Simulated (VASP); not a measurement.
# Eu (Im-3m) in VASP: a series of runs

Eu is run at these levels: PBE; tasks: single point.

Everything below comes from runs of VASP 6.6.1. Logs are shortened: lines on timing, memory, paths and dates and some standing lists are left out, and cuts for length are marked.

## 1. The cell of the first run

The structure is cubic, space group Im-3m (No. 229). The conventional cell has a = 3.450 Å, b = 3.450 Å, c = 3.450 Å, α = 90.00°, β = 90.00°, γ = 90.00°. Within 3.9 Å of Eu (site symmetry m-3m) lie 14 Eu at 2.99 to 3.45 Å.

## 2. Single point, PBE, collinear spin, ferromagnetic start

Contents of INCAR:

```
ALGO = Normal
EDIFF = 1E-7
ENCUT = 520
GGA = PE
ISIF = 2
ISMEAR = -1
ISPIN = 2
LASPH = True
LCHARG = False
LMAXMIX = 6
LORBIT = 11
LREAL = False
LWAVE = False
MAGMOM = 7
NBANDS = 18
NELM = 150
PREC = Accurate
SIGMA = 0.08
```

Contents of KPOINTS:

```
k-points
0
Gamma
  16 16 16
```

Contents of POSCAR:

```
Eu
1.0
   -1.7247829261      1.7247829261      1.7247829261
    1.7247829261     -1.7247829261      1.7247829261
    1.7247829261      1.7247829261     -1.7247829261
Eu
1
Direct
    0.0000000000      0.0000000000      0.0000000000
```

Potentials or basis: VASP PAW PBE potentials, release 64 (Eu).

Run with:

```console
> cat potpaw_PBE.64/Eu/POTCAR > POTCAR
> mpirun -np 1 vasp_std > vasp.out
```

OUTCAR:

```text
EDIFF = 1E-7
   ENCUT = 520
   GGA = PE
   ISIF = 2
   ISMEAR = -1
   ISPIN = 2
   LASPH = True
   LORBIT = 11
   LREAL = False
   NELM = 150
   PREC = Accurate

 ion  position               nearest neighbor table
   1  0.000  0.000  0.000-

  LATTYP: Found a body centered cubic cell.
 ALAT       =     3.4495658522

  Lattice vectors:

 A1 = (  -1.7247829261,   1.7247829261,   1.7247829261)
 A2 = (   1.7247829261,  -1.7247829261,   1.7247829261)
 A3 = (   1.7247829261,   1.7247829261,  -1.7247829261)

Analysis of symmetry for initial positions (statically):
=====================================================================
 Subroutine PRICEL returns:
 Original cell was already a primitive cell.

 Routine SETGRP: Setting up the symmetry group for a
 body centered cubic supercell.

 Subroutine GETGRP returns: Found 48 space group operations
 (whereof 48 operations were pure point group operations)
 out of a pool of 48 trial point group operations.

The static configuration has the point symmetry O_h .

Analysis of symmetry for dynamics (positions and initial velocities):
=====================================================================
 Subroutine PRICEL returns:
 Original cell was already a primitive cell.

 Routine SETGRP: Setting up the symmetry group for a
 body centered cubic supercell.

 Subroutine GETGRP returns: Found 48 space group operations
 (whereof 48 operations were pure point group operations)
 out of a pool of 48 trial point group operations.

The dynamic configuration has the point symmetry O_h .

Analysis of structural, dynamic, and magnetic symmetry:
=====================================================================
 Subroutine PRICEL returns:
 Original cell was already a primitive cell.

 Routine SETGRP: Setting up the symmetry group for a
 body centered cubic supercell.

 Subroutine GETGRP returns: Found 48 space group operations
 (whereof 48 operations were pure point group operations)
 out of a pool of 48 trial point group operations.

The overall configuration has the point symmetry O_h .

 Subroutine INISYM returns: Found 48 space group operations
 (whereof 48 operations are pure point group operations),
 and found     1 'primitive' translations

----------------------------------------------------------------------------------------

                                     Primitive cell

  volume of cell :      20.5241

  direct lattice vectors                    reciprocal lattice vectors
    -1.724782926  1.724782926  1.724782926     0.000000000  0.289891552  0.289891552
     1.724782926 -1.724782926  1.724782926     0.289891552  0.000000000  0.289891552
     1.724782926  1.724782926 -1.724782926     0.289891552  0.289891552  0.000000000

  length of vectors
     2.987411660  2.987411660  2.987411660     0.409968565  0.409968565  0.409968565

  position of ions in fractional coordinates (direct lattice)
     0.000000000  0.000000000  0.000000000

  ion indices of the primitive-cell ions
   primitive index   ion index
                 1           1

----------------------------------------------------------------------------------------

 KPOINTS: k-points

Automatic generation of k-mesh.
 Grid dimensions read from file:
 generate k-points for:   16   16   16

 Generating k-lattice:

  Cartesian coordinates                     Fractional coordinates (reciprocal lattice)
     0.000000000  0.018118222  0.018118222     0.062500000  0.000000000  0.000000000
     0.018118222  0.000000000  0.018118222     0.000000000  0.062500000  0.000000000
     0.018118222  0.018118222  0.000000000     0.000000000  0.000000000  0.062500000

  Length of vectors
     0.025623035  0.025623035  0.025623035

  Shift w.r.t. Gamma in fractional coordinates (k-lattice)
     0.000000000  0.000000000  0.000000000

 Subroutine IBZKPT returns following result:
 ===========================================

 Found    145 irreducible k-points:

 Following reciprocal coordinates:
            Coordinates               Weight
  0.000000  0.000000  0.000000      1.000000
  0.062500  0.000000  0.000000     12.000000
  0.125000  0.000000  0.000000     12.000000
  0.187500  0.000000  0.000000     12.000000
  0.250000  0.000000  0.000000     12.000000
  0.312500  0.000000  0.000000     12.000000
[... 16 lines left out ...]
  0.187500  0.187500  0.000000     24.000000
  0.250000  0.187500 -0.000000     48.000000
 [... further k-points ...]
   k-points           NKPTS =    145   k-points in BZ     NKDIM =    145   number of bands    NBANDS=     18
   number of dos      NEDOS =    301   number of ions     NIONS =      1
   total plane-waves  NPLWV =  13824
   dimension x,y,z NGX =    24 NGY =   24 NGZ =   24
   dimension x,y,z NGXF=    48 NGYF=   48 NGZF=   48
   ions per type =               1
   NGX,Y,Z   is equivalent  to a cutoff of  13.36, 13.36, 13.36 a.u.
   NGXF,Y,Z  is equivalent  to a cutoff of  26.71, 26.71, 26.71 a.u.
 SYSTEM =  unknown system
   PREC   = accura    normal or accurate (medium, high low for compatibility)
   ISTART =      0    job   : 0-new  1-cont  2-samecut
   ICHARG =      2    charge: 1-file 2-atom 10-const
   ISPIN  =      2    spin polarized calculation?
   LNONCOLLINEAR =      F non collinear calculations
   LSORBIT =      F    spin-orbit coupling
   LASPH  =      T    aspherical Exc in radial PAW
   ENCUT  =  520.0 eV  38.22 Ry    6.18 a.u.   5.55  5.55  5.55*2*pi/ulx,y,z
   NELM   =    150;   NELMIN=  2; NELMDL= -5     # of ELM steps
   EDIFF  = 0.1E-06   stopping-criterion for ELM
   LREAL  =      F    real-space projection
   EDIFFG = 0.1E-05   stopping-criterion for IOM
   NSW    =      0    number of steps for IOM
   IBRION =     -1    ionic relax: 0-MD 1-quasi-New 2-CG
   NFREE  =      0    steps in history (QN), initial steepest desc. (CG)
   ISIF   =      2    stress and relaxation
   ISYM   =      2    0-nonsym 1-usesym 2-fastsym
   POTIM  = 0.5000    time-step for ionic-motion
   TEBEG  =    0.0;   TEEND  =   0.0 temperature during run
   PSTRESS=    0.0 pullay stress
   NELECT =      17.0000    total number of electrons
   NUPDOWN=      -1.0000    fix difference up-down
   EMIN   =  10.00;   EMAX   =-10.00  energy-range for DOS
   EFERMI =   0.00;   METHOD = LEGACY
   ISMEAR =    -1;   SIGMA  =   0.08  broadening in eV -4-tet -1-fermi 0-gaus
   EFERMI_NEDOS =   21; number of points for ismear=-14 and -15
   IALGO  =     38    algorithm
   IMIX   =      4    mixing-type and parameters
     AMIX     =   0.40;   BMIX     =  1.00
     AMIX_MAG =   1.60;   BMIX_MAG =  1.00
  volume/ion in A,a.u.               =      20.52       138.50
  Fermi-wavevector in a.u.,A,eV,Ry     =   1.537458  2.905375 32.161155  2.363778
  Thomas-Fermi vector in A             =   2.643964
   LORBIT       =     11    0 simple, 1 ext, 2 COOP (PROOUT), +10 PAW based schemes
   GGA     = PE    functional components
   LHFCALC =     F    Hartree Fock is set to
   AEXX    =    0.0000 exact exchange contribution
   IVDW    =     0    specifies the selected vdW correction
   LEPSILON=     F    determine dielectric tensor
   LRPA    =     F    only Hartree local field effects (RPA)
 spin polarized calculation
  energy-cutoff  :      520.00
  volume of cell :       20.52
 maximum number of plane-waves:       586
 NGX is ok and might be reduce to    24
   NGX = 11   NGY = 11   NGZ = 11

 number of electron      17.0000001 magnetization       7.1884369

 Free energy of the ion-electron system (eV)
  ---------------------------------------------------
  ext. energy  EPLUGINS =         0.00000000
  ---------------------------------------------------
  free energy    TOTEN  =       -10.13217736 eV

  energy without entropy =      -10.09814435  energy(sigma->0) =      -10.11516085

 E-fermi :   5.6959     XC(G=0): -12.2663

 val. band max:        5.6925698720   @ k =  -0.3750   0.4375   0.2500
 cond. band min:       5.7052426198   @ k =  -0.4375   0.4375   0.0625
 fundamental gap:      0.0126727478
 Fermi energy:         5.6958718029

 spin component 1

 k-point     1 :       0.0000    0.0000    0.0000
  band No.  band energies     occupation
      1     -36.1559      1.00000
      2     -13.0667      1.00000
      3     -13.0667      1.00000
      4     -13.0667      1.00000
      5       1.2569      1.00000
      6       4.5237      1.00000
[... 10 lines left out ...]
     17      11.3685      0.00000
     18      19.1085      0.00000

 k-point     2 :       0.0625    0.0000    0.0000
  band No.  band energies     occupation
      1     -36.1345      1.00000
      2     -13.2240      1.00000
      3     -13.1090      1.00000
      4     -13.0696      1.00000
      5       1.4866      1.00000
      6       4.5066      1.00000
[... 10 lines left out ...]
     17      11.3836      0.00000
     18      19.3096      0.00000
[... 442 lines left out ...]
 k-point    24 :       0.2500    0.1875   -0.0000
  band No.  band energies     occupation
      1     -35.6299      1.00000
      2     -15.7165      1.00000
      3     -14.2049      1.00000
      4     -13.3911      1.00000
      5       3.8368      1.00000
      6       4.4224      1.00000
[... 10 lines left out ...]
     17      15.6413      0.00000
     18      20.0691      0.00000

 [... further k-points ...]

 spin component 2

 k-point     1 :       0.0000    0.0000    0.0000
  band No.  band energies     occupation
      1     -33.1591      1.00000
      2     -10.6181      1.00000
      3     -10.6181      1.00000
      4     -10.6181      1.00000
      5       2.6770      1.00000
      6       8.8308      0.00000
[... 10 lines left out ...]
     17      12.6045      0.00000
     18      20.8523      0.00000

 k-point     2 :       0.0625    0.0000    0.0000
  band No.  band energies     occupation
      1     -33.1344      1.00000
      2     -10.7987      1.00000
      3     -10.6654      1.00000
      4     -10.6220      1.00000
      5       2.9232      1.00000
      6       8.5536      0.00000
[... 10 lines left out ...]
     17      12.6732      0.00000
     18      21.1298      0.00000
[... 442 lines left out ...]
 k-point    24 :       0.2500    0.1875   -0.0000
  band No.  band energies     occupation
      1     -32.5476      1.00000
      2     -13.5833      1.00000
      3     -11.9030      1.00000
      4     -10.9911      1.00000
      5       5.3990      0.97613
      6       6.7060      0.00000
[... 10 lines left out ...]
     17      17.4674      0.00000
     18      21.6632      0.00000

 [... further k-points ...]
[... 5 lines left out ...]
  --------------------------------------------------------------------------------------
  -------------------------------------------------------------------------------------
  Total        4.3883465      4.3883465      4.3883465      0.0000000     -0.0000000      0.0000000
  in kB      342.5690839    342.5690839    342.5690839      0.0000000     -0.0000000      0.0000000
  external PRESSURE =     342.5690839 kB  Pullay stress =       0.0000000 kB

 VOLUME and BASIS-vectors are now :
 -----------------------------------------------------------------------------
  energy-cutoff  :      520.00
  volume of cell :       20.52
      direct lattice vectors                 reciprocal lattice vectors
    -1.724782926  1.724782926  1.724782926     0.000000000  0.289891552  0.289891552
     1.724782926 -1.724782926  1.724782926     0.289891552  0.000000000  0.289891552
     1.724782926  1.724782926 -1.724782926     0.289891552  0.289891552  0.000000000

 POSITION                                       TOTAL-FORCE (eV/Angst)
 -----------------------------------------------------------------------------------
      0.00000      0.00000      0.00000         0.000000      0.000000     -0.000000
 -----------------------------------------------------------------------------------
    total drift:                               -0.000000      0.000000      0.000000

  FREE ENERGIE OF THE ION-ELECTRON SYSTEM (eV)
  ---------------------------------------------------
  free  energy   TOTEN  =       -10.1321773554 eV

  energy  without entropy=      -10.0981443494  energy(sigma->0) =      -10.11516085

 total charge

# of ion       s       p       d       f       tot
--------------------------------------------------
    1        2.126   5.644   0.909   6.484  15.163

 magnetization (x)

# of ion       s       p       d       f       tot
--------------------------------------------------
    1        0.020  -0.060   0.306   6.427   6.693
```

It took 69 s on 1 thread of Intel Xeon 6975P-C (Granite Rapids), shared host; peak memory 0.23 GiB.

Results:

```yaml
Free_energy: -10.1322 eV
Pressure: 34.3 GPa
Net_moment: 7.19 μB per cell
Site_moments: Eu +6.69 μB
Valence_electrons_inside_the_program's_atomic_spheres: Eu 15.16
```

Caveat: the cell stands under pressure; spin-orbit coupling is left out, which moves the levels of the heavy elements; semilocal functionals describe open f shells poorly, which spoils levels, moments and volumes.

## 3. Single point, PBE, collinear spin, ferromagnetic start

Contents of INCAR:

```
SYSTEM = Eu
ALGO = Normal ; EDIFF = 1E-6
ENCUT = 520 ; GGA = PE
ISIF = 2 ; ISMEAR = -1
ISPIN = 2 ; LASPH = .TRUE.
LCHARG = .TRUE. ; LELF = .TRUE.
LMAXMIX = 6 ; LORBIT = 11
LREAL = .FALSE. ; LVHAR = .TRUE.
LWAVE = .FALSE. ; MAGMOM = 7
NBANDS = 18 ; NELM = 150
PREC = Accurate ; SIGMA = 0.08
```

Contents of KPOINTS:

```
k-points
0
G
  16 16 16
  0 0 0
```

Contents of POSCAR:

```
Eu
1.0
   -1.7256403170      1.7256403170      1.7256403170
    1.7256403170     -1.7256403170      1.7256403170
    1.7256403170      1.7256403170     -1.7256403170
Eu
1
Direct
    0.0000000000      0.0000000000      0.0000000000
```

Potentials or basis: VASP PAW PBE potentials, release 64 (Eu).

Run with:

```console
> cat potpaw_PBE.64/Eu/POTCAR > POTCAR
> mpirun -np 1 vasp_std > vasp.out
```

It took 62 s on 1 thread of Intel Xeon 6975P-C (Granite Rapids), shared host; peak memory 0.23 GiB.

It converged, with:

| Property | Result |
| --- | --- |
| Free energy | -10.1387 eV |
| Pressure | 34.0 GPa |
| Net moment | 7.19 μB per cell |
| Site moments | Eu +6.69 μB |
| Valence electrons inside the program's atomic spheres | Eu 15.16 |

Levels at points of the mesh, in eV from the Fermi level:
Spin up:
| k point | band 10 | band 11 | band 12 | band 13 | band 14 | band 15 |
| --- | --- | --- | --- | --- | --- | --- |
| (0.00, 0.00, 0.00) | -0.46 | -0.46 | -0.29 | 2.15 | 2.15 | 2.15 |
| (0.50, 0.00, 0.00) | -0.56 | -0.48 | -0.47 | -0.39 | 5.44 | 6.15 |
| (0.50, 0.50, 0.50) | -0.79 | -0.36 | -0.36 | -0.36 | 9.93 | 9.93 |
Spin down:
```csv
k point,band 3,band 4,band 5,band 6,band 7,band 8
"(0.00, 0.00, 0.00)",-16.32,-16.32,-3.02,3.14,3.14,3.14
"(0.50, 0.00, 0.00)",-17.42,-16.43,-1.89,0.63,3.17,3.49
"(0.50, 0.50, 0.50)",-18.71,-18.71,-2.56,-2.56,3.51,3.85
```

Caveat: the cell stands under pressure; spin-orbit coupling is left out, which moves the levels of the heavy elements; semilocal functionals describe open f shells poorly, which spoils levels, moments and volumes. The state reached can hang on the start; a lower one may exist.
